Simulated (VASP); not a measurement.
# W in VASP: relaxation of the atoms with PBE

Aim: the relaxation of the atoms of W with PBE.

Everything below comes from runs of VASP 6.6.1. Logs are shortened: lines on timing, memory, paths and dates and some standing lists are left out, and cuts for length are marked.

### Step 1. The cell of the first run

The cell holds a slab with vacuum, 7 atoms: a = 3.183 Å, b = 3.183 Å, c = 25.550 Å, α = 90.00°, β = 90.00°, γ = 90.00°.

### Step 2. Relaxation of the atoms, PBE

INCAR

```
SYSTEM = W
PREC     = Accurate       ! precision mode
ENCUT    = 520            ! plane-wave cutoff, eV
EDIFF    = 1E-6           ! SCF threshold, eV
ISMEAR   = -1             ! smearing method
SIGMA    = 0.08           ! smearing width, eV
LREAL    = .False.        ! projectors in reciprocal space
LASPH    = .True.         ! aspherical terms in the spheres
NELM     = 100            ! most SCF steps
ALGO     = Normal         ! electronic algorithm
ISIF     = 2              ! what is computed and relaxed
LWAVE    = .False.        ! write WAVECAR
LCHARG   = .False.        ! write CHGCAR
LDIPOL   = .True.       
IDIPOL   = 3            
DIPOL    = 0.5 0.5 0.500
GGA      = PE             ! functional
IBRION   = 2              ! ionic algorithm
NSW      = 60             ! ionic steps
EDIFFG   = -0.01          ! ionic threshold
KPAR     = 4
```

KPOINTS

```
Automatic mesh
0
Gamma
  11 11 1
  0 0 0
```

POSCAR

```
W
1.0
    3.1834185694      0.0000000000      0.0000000000
    0.0000000000      3.1834185694      0.0000000000
    0.0000000000      0.0000000000     25.5503000000
W
7
Direct
    0.0000000000      0.0000000000      0.3131087363
    0.5000000000      0.5000000000      0.3754058242
    0.0000000000      0.0000000000      0.4377029121
    0.5000000000      0.5000000000      0.5000000000
    0.0000000000      0.0000000000      0.5622970879
    0.5000000000      0.5000000000      0.6245941758
    0.0000000000      0.0000000000      0.6868912637
```

Potentials or basis: VASP PAW PBE potentials, release 64 (W_sv).

Run with:

```console
cat potpaw_PBE.64/W_sv/POTCAR > POTCAR
mpirun -np 4 vasp_std > vasp.out
```

OUTCAR:

```text
SYSTEM = W
   PREC = Accurate
   ENCUT = 520
   EDIFF = 1E-6
   ISMEAR = -1
   LREAL = .False.
   LASPH = .True.
   NELM = 100
   ISIF = 2
   GGA = PE
   IBRION = 2
   NSW = 60
   EDIFFG = -0.01

 ion  position               nearest neighbor table
   1  0.000  0.000  0.313-   2 2.76   2 2.76   2 2.76   2 2.76   3 3.18
   2  0.500  0.500  0.375-   1 2.76   3 2.76   1 2.76   3 2.76   1 2.76   3 2.76   1 2.76   3 2.76
                             4 3.18
   3  0.000  0.000  0.438-   2 2.76   4 2.76   2 2.76   4 2.76   2 2.76   4 2.76   2 2.76   4 2.76
                             1 3.18   5 3.18
   4  0.500  0.500  0.500-   3 2.76   5 2.76   3 2.76   5 2.76   3 2.76   5 2.76   3 2.76   5 2.76
                             2 3.18   6 3.18
   5  0.000  0.000  0.562-   4 2.76   6 2.76   4 2.76   6 2.76   4 2.76   6 2.76   4 2.76   6 2.76
                             3 3.18   7 3.18
   6  0.500  0.500  0.625-   5 2.76   7 2.76   5 2.76   7 2.76   5 2.76   7 2.76   5 2.76   7 2.76
                             4 3.18
   7  0.000  0.000  0.687-   6 2.76   6 2.76   6 2.76   6 2.76   5 3.18

  LATTYP: Found a simple tetragonal cell.
 ALAT       =     3.1834185694
 C/A-ratio  =     8.0260573478

  Lattice vectors:

 A1 = (   3.1834185694,   0.0000000000,   0.0000000000)
 A2 = (   0.0000000000,   3.1834185694,   0.0000000000)
 A3 = (   0.0000000000,   0.0000000000,  25.5503000000)

Analysis of symmetry for initial positions (statically):
=====================================================================
 Subroutine PRICEL returns:
 Original cell was already a primitive cell.

 Routine SETGRP: Setting up the symmetry group for a
 simple tetragonal supercell.

 Subroutine GETGRP returns: Found 16 space group operations
 (whereof 16 operations were pure point group operations)
 out of a pool of 16 trial point group operations.

The static configuration has the point symmetry D_4h.

Analysis of symmetry for dynamics (positions and initial velocities):
=====================================================================
 Subroutine PRICEL returns:
 Original cell was already a primitive cell.

 Routine SETGRP: Setting up the symmetry group for a
 simple tetragonal supercell.

 Subroutine GETGRP returns: Found 16 space group operations
 (whereof 16 operations were pure point group operations)
[... 159 lines left out ...]
------------------------ aborting loop because EDIFF is reached ----------------------------------------

  FORCE on cell =-STRESS in cart. coord.  units (eV):
  Direction    XX          YY          ZZ          XY          YZ          ZX
  --------------------------------------------------------------------------------------
  -------------------------------------------------------------------------------------
  Total       -8.4946928     -8.4946928     -6.1113159      0.0000000      0.0000000     -0.0000000
  in kB      -52.5623491    -52.5623491    -37.8148013      0.0000000      0.0000000     -0.0000000
  external PRESSURE =     -47.6464998 kB  Pullay stress =       0.0000000 kB
[... 104 lines left out ...]
  FREE ENERGIE OF THE ION-ELECTRON SYSTEM (eV)
  ---------------------------------------------------
  free  energy   TOTEN  =       -85.6540054859 eV

  energy  without entropy=      -85.5343554930  energy(sigma->0) =      -85.59418049

[... ionic steps 4 to 10 ...]

--------------------------------------- Ionic step       11  -------------------------------------------

 number of electron      97.9999986 magnetization

------------------------ aborting loop because EDIFF is reached ----------------------------------------
[... 36 lines left out ...]
--------------------------------------- Ionic step       12  -------------------------------------------

 number of electron      97.9999986 magnetization

 dipolmoment           0.000000      0.000000      0.000000 electrons x Angstroem

------------------------ aborting loop because EDIFF is reached ----------------------------------------

 vacuum level on the upper side and lower side of the slab       (xc-potential included)         0.000         0.000

  FORCE on cell =-STRESS in cart. coord.  units (eV):
  Direction    XX          YY          ZZ          XY          YZ          ZX
  --------------------------------------------------------------------------------------
  -------------------------------------------------------------------------------------
  Total       -3.3521307     -3.3521307     -0.0972329      0.0000000     -0.0000000      0.0000000
  in kB      -20.7418761    -20.7418761     -0.6016449      0.0000000     -0.0000000      0.0000000
  external PRESSURE =     -14.0284657 kB  Pullay stress =       0.0000000 kB
[... 28 lines left out ...]
--------------------------------------- Ionic step       13  -------------------------------------------

 number of electron      97.9999986 magnetization

 dipolmoment           0.000000      0.000000     -0.000000 electrons x Angstroem

 Free energy of the ion-electron system (eV)
  ---------------------------------------------------
  ext. energy  EPLUGINS =         0.00000000
  ---------------------------------------------------
  free energy    TOTEN  =       -85.68744669 eV

  energy without entropy =      -85.57051264  energy(sigma->0) =      -85.62897966

 E-fermi :   2.5866     XC(G=0):  -6.7806

 val. band max:        2.5856733171   @ k =   0.3636   0.0909   0.0000
 cond. band min:       2.6406171338   @ k =   0.0909   0.0909   0.0000
 fundamental gap:      0.0549438167
 Fermi energy:         2.5866363051

 k-point     1 :       0.0000    0.0000    0.0000
  band No.  band energies     occupation
      1     -71.5288      2.00000
      2     -71.4995      2.00000
      3     -71.3183      2.00000
      4     -71.3140      2.00000
      5     -71.2620      2.00000
      6     -71.1486      2.00000
[... 1270 lines left out ...]
     57       5.5944      0.00000
     58       5.7259      0.00000

------------------------ aborting loop because EDIFF is reached ----------------------------------------

 vacuum level on the upper side and lower side of the slab       (xc-potential included)        -0.003        -0.003

  FORCE on cell =-STRESS in cart. coord.  units (eV):
  Direction    XX          YY          ZZ          XY          YZ          ZX
  --------------------------------------------------------------------------------------
  -------------------------------------------------------------------------------------
  Total       -3.3666688     -3.3666688     -0.1092046      0.0000000      0.0000000      0.0000000
  in kB      -20.8318328    -20.8318328     -0.6757221      0.0000000      0.0000000      0.0000000
  external PRESSURE =     -14.1131292 kB  Pullay stress =       0.0000000 kB
[... 22 lines left out ...]
  FREE ENERGIE OF THE ION-ELECTRON SYSTEM (eV)
  ---------------------------------------------------
  free  energy   TOTEN  =       -85.6874466873 eV

  energy  without entropy=      -85.5705126359  energy(sigma->0) =      -85.62897966

 reached required accuracy - stopping structural energy minimisation

 vacuum level on the upper side and lower side of the slab         6.691         6.691
```

It took 19 min on 4 MPI ranks of Intel Xeon Platinum 8488C (Sapphire Rapids), shared host; peak memory 0.46 GiB.

What came out:

```yaml
Free_energy: -85.6874 eV
Energy_gained_by_relaxing: 47.4 meV/atom
Ionic_steps: 13
Band_gap_on_the_k_mesh: zero (bands 49 and 50 overlap by 1.81 eV)
```

The path:
```
step  energy change (eV)  largest force (eV/Å)  pressure (GPa)
   1              0.0000                1.7302           -4.76
   2             -0.2987                0.2920           -2.91
   3             -0.2987                0.2941           -2.90
   4             -0.3134                0.2083           -2.55
   5             -0.3151                0.2575           -2.38
   6             -0.3238                0.1900           -2.12
   7             -0.3308                0.1003           -1.68
   8             -0.3310                0.1192           -1.59
   9             -0.3313                0.1047           -1.27
  10             -0.3321                0.0235           -1.42
  11             -0.3321                0.0224           -1.43
  12             -0.3321                0.0120           -1.40
  13             -0.3321                0.0015           -1.41
```

Final structure:
```
CELL_PARAMETERS angstrom
3.18342 0.00000 0.00000
0.00000 3.18342 0.00000
0.00000 0.00000 25.55030
ATOMIC_POSITIONS crystal
W 0.00000 0.00000 0.31897
W 0.50000 0.50000 0.37441
W 0.00000 0.00000 0.43818
W 0.50000 0.50000 0.50000
W 0.00000 0.00000 0.56182
W 0.50000 0.50000 0.62559
W 0.00000 0.00000 0.68103
```

Caveat: spin-orbit coupling is left out, which moves the levels of the heavy elements.

The gap in the log of VASP goes by the Fermi energy; the results here count the filled bands.